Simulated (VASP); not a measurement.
# Cu (P6_3/mmc) in VASP: settings compared

Cu is run at these levels: HF, r2SCAN, PBE0; tasks: single point.

Everything below comes from runs of VASP 6.6.1. Logs are shortened: lines on timing, memory, paths and dates and some standing lists are left out, and cuts for length are marked.

### 1 The cell of the first run

Symmetry: P6_3/mmc, No. 194, hexagonal system. The conventional cell has a = 2.860 Å, b = 2.860 Å, c = 4.481 Å, α = 90.00°, β = 90.00°, γ = 120.00°. Within 3.7 Å of Cu (site symmetry -6m2) lie 12 Cu at 2.78 to 2.86 Å.

This isn't the form of Cu at room conditions, which is fcc.

### 2 Single point, HF

File POSCAR:

```
Cu
1.0
    2.8596596185      0.0000000000      0.0000000000
   -1.4298298093      2.4765378758      0.0000000000
    0.0000000000      0.0000000000      4.4810380105
Cu
2
Direct
    0.6666666667      0.3333333333      0.7500000000
    0.3333333333      0.6666666667      0.2500000000
```

File INCAR.step1:

```
PREC = Accurate
ENCUT = 520
EDIFF = 1E-5
ISMEAR = -1
SIGMA = 0.05
LREAL = F
LASPH = T
NELM = 100
ALGO = Normal
ISIF = 2
LWAVE = T
NBANDS = 18
GGA = PE
```

File INCAR.step2:

```
PREC = Accurate
ENCUT = 520
EDIFF = 1E-6
ISMEAR = -1
SIGMA = 0.05
LREAL = F
LASPH = T
NELM = 100
ALGO = Normal
ISIF = 2
LWAVE = F
LCHARG = T
GGA = PE
LHFCALC = T
AEXX = 1.0
ALDAC = 0.0
AGGAC = 0.0
PRECFOCK = Normal
LELF = T
LVHAR = T
NBANDS = 18
ISTART = 1
```

File KPOINTS:

```
Automatic mesh
0
Gamma
  6 6 4
```

Potentials or basis: VASP PAW PBE potentials, release 64 (Cu).

Run with:

```sh
$ cat potpaw_PBE.64/Cu/POTCAR > POTCAR
$ cp INCAR.step1 INCAR
$ mpirun -np 1 vasp_std > vasp.out
$ cp INCAR.step2 INCAR
$ mpirun -np 1 vasp_std > vasp.out
```

OUTCAR:

```text
PREC = Accurate
   ENCUT = 520
   EDIFF = 1E-6
   ISMEAR = -1
   LREAL = F
   LASPH = T
   NELM = 100
   ISIF = 2
   GGA = PE
   LHFCALC = T
   AEXX = 1.0
   PRECFOCK = Normal
   ISTART = 1

 ion  position               nearest neighbor table
   1  0.667  0.333  0.750-   2 2.78   2 2.78   2 2.78   2 2.78   2 2.78   2 2.78
   2  0.333  0.667  0.250-   1 2.78   1 2.78   1 2.78   1 2.78   1 2.78   1 2.78

  LATTYP: Found a hexagonal cell.
 ALAT       =     2.8596596185
 C/A-ratio  =     1.5669830009

  Lattice vectors:

 A1 = (   2.8596596185,   0.0000000000,   0.0000000000)
 A2 = (  -1.4298298093,   2.4765378758,   0.0000000000)
 A3 = (   0.0000000000,   0.0000000000,   4.4810380105)

Analysis of symmetry for initial positions (statically):
=====================================================================
 Subroutine PRICEL returns:
 Original cell was already a primitive cell.

 Routine SETGRP: Setting up the symmetry group for a
 hexagonal supercell.

 Subroutine GETGRP returns: Found 24 space group operations
 (whereof 12 operations were pure point group operations)
 out of a pool of 24 trial point group operations.

The static configuration has the point symmetry D_3d.
 The point group associated with its full space group is D_6h.

Analysis of symmetry for dynamics (positions and initial velocities):
=====================================================================
 Subroutine PRICEL returns:
 Original cell was already a primitive cell.

 Routine SETGRP: Setting up the symmetry group for a
 hexagonal supercell.

 Subroutine GETGRP returns: Found 24 space group operations
 (whereof 12 operations were pure point group operations)
 out of a pool of 24 trial point group operations.

The dynamic configuration has the point symmetry D_3d.
 The point group associated with its full space group is D_6h.

 Subroutine INISYM returns: Found 24 space group operations
 (whereof 12 operations are pure point group operations),
 and found     1 'primitive' translations

----------------------------------------------------------------------------------------

                                     Primitive cell

  volume of cell :      31.7350

  direct lattice vectors                    reciprocal lattice vectors
     2.859659618  0.000000000  0.000000000     0.349691968  0.201894752  0.000000000
    -1.429829809  2.476537876  0.000000000     0.000000000  0.403789504  0.000000000
     0.000000000  0.000000000  4.481038010     0.000000000  0.000000000  0.223162579

  length of vectors
     2.859659618  2.859659619  4.481038010     0.403789504  0.403789504  0.223162579

  position of ions in fractional coordinates (direct lattice)
     0.666666667  0.333333333  0.750000000
     0.333333333  0.666666667  0.250000000

  ion indices of the primitive-cell ions
   primitive index   ion index
                 1           1
                 2           2

----------------------------------------------------------------------------------------

 KPOINTS: Automatic mesh

Automatic generation of k-mesh.
 Grid dimensions read from file:
 generate k-points for:    6    6    4

 Generating k-lattice:

  Cartesian coordinates                     Fractional coordinates (reciprocal lattice)
     0.058281995  0.033649125  0.000000000     0.166666667 -0.000000000  0.000000000
     0.000000000  0.067298251  0.000000000     0.000000000  0.166666667  0.000000000
     0.000000000  0.000000000  0.055790645     0.000000000  0.000000000  0.250000000

  Length of vectors
     0.067298251  0.067298251  0.055790645

  Shift w.r.t. Gamma in fractional coordinates (k-lattice)
     0.000000000  0.000000000  0.000000000

 Subroutine IBZKPT returns following result:
 ===========================================

 Found     21 irreducible k-points:

 Following reciprocal coordinates:
            Coordinates               Weight
  0.000000  0.000000  0.000000      1.000000
  0.166667 -0.000000  0.000000      6.000000
  0.333333  0.000000  0.000000      6.000000
  0.500000  0.000000  0.000000      3.000000
  0.166667  0.166667  0.000000      6.000000
  0.333333  0.166667  0.000000     12.000000
[... 13 lines left out ...]
  0.333333  0.166667  0.500000     12.000000
  0.333333  0.333333  0.500000      2.000000
   k-points           NKPTS =     21   k-points in BZ     NKDIM =    144   number of bands    NBANDS=     18
   number of dos      NEDOS =    301   number of ions     NIONS =      2
   total plane-waves  NPLWV =  20736
   dimension x,y,z NGX =    24 NGY =   24 NGZ =   36
   dimension x,y,z NGXF=    48 NGYF=   48 NGZF=   72
   ions per type =               2
   NGX,Y,Z   is equivalent  to a cutoff of  13.95, 13.95, 13.36 a.u.
   NGXF,Y,Z  is equivalent  to a cutoff of  27.90, 27.90, 26.71 a.u.
 SYSTEM =  unknown system
   PREC   = accura    normal or accurate (medium, high low for compatibility)
   ISTART =      1    job   : 0-new  1-cont  2-samecut
   ICHARG =      0    charge: 1-file 2-atom 10-const
   ISPIN  =      1    spin polarized calculation?
   LNONCOLLINEAR =      F non collinear calculations
   LSORBIT =      F    spin-orbit coupling
   LASPH  =      T    aspherical Exc in radial PAW
   ENCUT  =  520.0 eV  38.22 Ry    6.18 a.u.   5.32  5.32  8.33*2*pi/ulx,y,z
   NELM   =    100;   NELMIN=  2; NELMDL=  0     # of ELM steps
   EDIFF  = 0.1E-05   stopping-criterion for ELM
   LREAL  =      F    real-space projection
   EDIFFG = 0.1E-04   stopping-criterion for IOM
   NSW    =      0    number of steps for IOM
   IBRION =     -1    ionic relax: 0-MD 1-quasi-New 2-CG
   NFREE  =      0    steps in history (QN), initial steepest desc. (CG)
   ISIF   =      2    stress and relaxation
   ISYM   =      3    0-nonsym 1-usesym 2-fastsym
   POTIM  = 0.5000    time-step for ionic-motion
   TEBEG  =    0.0;   TEEND  =   0.0 temperature during run
   PSTRESS=    0.0 pullay stress
   NELECT =      22.0000    total number of electrons
   NUPDOWN=      -1.0000    fix difference up-down
   EMIN   =  10.00;   EMAX   =-10.00  energy-range for DOS
   EFERMI =   0.00;   METHOD = LEGACY
   ISMEAR =    -1;   SIGMA  =   0.05  broadening in eV -4-tet -1-fermi 0-gaus
   EFERMI_NEDOS =   21; number of points for ismear=-14 and -15
   IALGO  =     38    algorithm
   IMIX   =      1    mixing-type and parameters
     AMIX     =   0.40;   BMIX     =  1.00
     AMIX_MAG =   1.60;   BMIX_MAG =  1.00
  volume/ion in A,a.u.               =      15.87       107.08
  Fermi-wavevector in a.u.,A,eV,Ry     =   1.448893  2.738011 28.562600  2.099292
  Thomas-Fermi vector in A             =   2.566682
   LORBIT       =      0    0 simple, 1 ext, 2 COOP (PROOUT), +10 PAW based schemes
   GGA     = PE    functional components
   LHFCALC =     T    Hartree Fock is set to
   PRECFOCK=normal    Normal, Fast or Accurate (Low or Medium for compatibility)
   ENCUT4O =  -1.0   cutoff for four orbital integrals eV
   NKREDX  =     1    reduce k-point grid by
   NKREDY  =     1    reduce k-point grid by
   NKREDZ  =     1    reduce k-point grid by
   AEXX    =    1.0000 exact exchange contribution
   HFSCREEN=    0.0000 screening length (either q_TF or 0.3 A-1)
   HFSCREENC=   0.0000 screening length for correlation (either q_TF or 0.3 A-1)
   ENCUTFOCK=  -1.0 apply spherical cutoff to Coloumb kernel
   IVDW    =     0    specifies the selected vdW correction
   LEPSILON=     F    determine dielectric tensor
   LRPA    =     F    only Hartree local field effects (RPA)
 non-spin polarized calculation
  energy-cutoff  :      520.00
  volume of cell :       31.73
 maximum number of plane-waves:       868
 NGX is ok and might be reduce to    24
  NGX = 16; NGY = 16; NGZ = 28

 number of electron      22.0000021 magnetization

 Free energy of the ion-electron system (eV)
  ---------------------------------------------------
  ext. energy  EPLUGINS =         0.00000000
  ---------------------------------------------------
  free energy    TOTEN  =        -7.83216698 eV

  energy without entropy =       -7.82928021  energy(sigma->0) =       -7.83072360

 E-fermi :   3.7396     XC(G=0):   0.0000

 val. band max:        3.5828451347   @ k =   0.3333   0.1667   0.2500
 cond. band min:       6.5480867112   @ k =   0.5000   0.0000   0.0000
 fundamental gap:      2.9652415765
 Fermi energy:         3.7396199041

 k-point     1 :       0.0000    0.0000    0.0000
  band No.  band energies     occupation
      1      -6.7729      2.00000
      2      -5.9114      2.00000
      3      -4.9403      2.00000
      4      -4.9403      2.00000
      5      -4.8818      2.00000
      6      -4.7891      2.00000
[... 10 lines left out ...]
     17      30.7763      0.00000
     18      30.7763      0.00000

 k-point     2 :       0.1667   -0.0000    0.0000
  band No.  band energies     occupation
      1      -5.7983      2.00000
      2      -5.6859      2.00000
      3      -5.1185      2.00000
      4      -4.8780      2.00000
      5      -4.7912      2.00000
      6      -4.7907      2.00000
[... 10 lines left out ...]
     17      29.9404      0.00000
     18      31.1032      0.00000

 k-point     3 :       0.3333    0.0000    0.0000
  band No.  band energies     occupation
      1      -5.8436      2.00000
      2      -5.4815      2.00000
      3      -5.4701      2.00000
      4      -4.9976      2.00000
      5      -4.7029      2.00000
      6      -4.5576      2.00000
[... 10 lines left out ...]
     17      24.2807      0.00000
     18      27.1257      0.00000

 k-point     4 :       0.5000    0.0000    0.0000
  band No.  band energies     occupation
      1      -6.0057      2.00000
      2      -5.7513      2.00000
      3      -5.5880      2.00000
      4      -5.0911      2.00000
      5      -4.6288      2.00000
      6      -4.5372      2.00000
[... 312 lines left out ...]
      4      -5.0035      2.00000
      5      -4.8196      2.00000
      6      -4.8196      2.00000
[... 10 lines left out ...]
     17      24.5674      0.00000
     18      24.5674      0.00000

 k-point    20 :       0.3333    0.1667    0.5000
  band No.  band energies     occupation
      1      -5.6684      2.00000
      2      -5.6684      2.00000
      3      -5.2615      2.00000
      4      -5.2615      2.00000
      5      -4.6282      2.00000
      6      -4.6282      2.00000
[... 10 lines left out ...]
     17      26.9446      0.00000
     18      26.9446      0.00000

 k-point    21 :       0.3333    0.3333    0.5000
  band No.  band energies     occupation
      1      -5.4683      2.00000
      2      -5.4683      2.00000
      3      -5.1460      2.00000
      4      -5.1460      2.00000
      5      -4.7601      2.00000
      6      -4.7601      2.00000
[... 10 lines left out ...]
     17      29.2737      0.00000
     18      29.2737      0.00000

------------------------ aborting loop because EDIFF is reached ----------------------------------------

  FORCE on cell =-STRESS in cart. coord.  units (eV):
  Direction    XX          YY          ZZ          XY          YZ          ZX
  --------------------------------------------------------------------------------------
  -------------------------------------------------------------------------------------
  Total       -0.1428061     -0.1428061     -0.1804461      0.0000000     -0.0000000      0.0000000
  in kB       -7.2097377     -7.2097377     -9.1100392      0.0000000     -0.0000000      0.0000000
  external PRESSURE =      -7.8431715 kB  Pullay stress =       0.0000000 kB

 VOLUME and BASIS-vectors are now :
 -----------------------------------------------------------------------------
  energy-cutoff  :      520.00
  volume of cell :       31.73
      direct lattice vectors                 reciprocal lattice vectors
     2.859659618  0.000000000  0.000000000     0.349691968  0.201894752  0.000000000
    -1.429829809  2.476537876  0.000000000     0.000000000  0.403789504  0.000000000
     0.000000000  0.000000000  4.481038010     0.000000000  0.000000000  0.223162579

 POSITION                                       TOTAL-FORCE (eV/Angst)
 -----------------------------------------------------------------------------------
      1.42983      0.82551      3.36078         0.000000      0.000000      0.000000
     -0.00000      1.65103      1.12026        -0.000000      0.000000     -0.000000
 -----------------------------------------------------------------------------------
    total drift:                               -0.000000      0.000000      0.000000

  FREE ENERGIE OF THE ION-ELECTRON SYSTEM (eV)
  ---------------------------------------------------
  free  energy   TOTEN  =        -7.8321669787 eV

  energy  without entropy=       -7.8292802142  energy(sigma->0) =       -7.83072360
```

Run time: 80 min. Hardware: 1 thread of Intel Xeon 8259CL, shared host; peak memory 0.17 GiB.

What came out:

- Free energy: -7.8322 eV
- Pressure: -0.8 GPa
- Band gap on the k mesh: zero (bands 11 and 12 overlap by 15.48 eV)

Stress tensor (GPa, compression positive):
```
-0.72  0.00  0.00
 0.00 -0.72  0.00
 0.00  0.00 -0.91
```

Caveat: the k points lie up to 0.42 Å⁻¹ apart, too coarse for converged energies and pressures of a metal; the PAW data sets were made with another functional, which shifts forces and pressure a little.

### 3 Single point, r2SCAN

This run uses another cell than the first one, of 12.12 Å³/atom.

File POSCAR:

```
Cu
1.0
    2.5837974578      0.0000000000      0.0000000000
   -1.2918987289      2.2376342367      0.0000000000
    0.0000000000      0.0000000000      4.1932301247
Cu
2
Direct
    0.6666666667      0.3333333333      0.7500000000
    0.3333333333      0.6666666667      0.2500000000
```

File INCAR.step1:

```
PREC = Accurate
ENCUT = 900
ISMEAR = -1
SIGMA = 0.05
LREAL = F
LASPH = T
NELM = 120
NBANDS = 26
GGA = PE
ALGO = Normal
EDIFF = 1E-5
LWAVE = T
LCHARG = F
GGA_COMPAT = F
```

File INCAR.step2:

```
PREC = Accurate
ENCUT = 900
EDIFF = 1E-6
ISMEAR = -1
SIGMA = 0.05
LREAL = F
LASPH = T
NELM = 120
ALGO = Normal
ISIF = 2
LWAVE = F
LCHARG = T
METAGGA = R2SCAN
LMIXTAU = T
LELF = T
LVHAR = T
NBANDS = 26
ISTART = 1
GGA_COMPAT = F
```

File KPOINTS:

```
Automatic mesh
0
Gamma
  12 12 7
```

Potentials or basis: VASP PAW PBE potentials, release 64 (Cu_sv_GW).

Run with:

```sh
$ cat potpaw_PBE.64/Cu_sv_GW/POTCAR > POTCAR
$ cp INCAR.step1 INCAR
$ mpirun -np 1 vasp_std > vasp.out
$ cp INCAR.step2 INCAR
$ mpirun -np 1 vasp_std > vasp.out
```

Wall time 8.5 min (1 thread of Intel Xeon Platinum 8375C at 2.90GHz (Ice Lake), shared host); peak memory 0.26 GiB.

The run converged. Its results:

* Free energy: -21.7428 eV
* Pressure: -8.6 GPa
* Band gap on the k mesh: zero (bands 19 and 20 overlap by 5.92 eV)

Stress tensor (GPa, compression positive):
```
-8.58  0.00  0.00
 0.00 -8.58  0.00
 0.00  0.00 -8.77
```

Levels at points of the mesh, in eV from the Fermi level:
| k point | band 17 | band 18 | band 19 | band 20 | band 21 | band 22 |
| --- | --- | --- | --- | --- | --- | --- |
| (0.00, 0.00, 0.00) | -2.45 | -1.70 | -1.70 | -0.92 | 3.99 | 21.91 |
| (0.50, 0.00, 0.00) | -1.56 | -1.51 | 0.02 | 1.61 | 8.01 | 8.48 |

Caveat: the cell stands under tension; the PAW data sets were made with another functional, which shifts forces and pressure a little.

[end of part 1 of 2]

The gap in the log of VASP goes by the Fermi energy; the results here count the filled bands.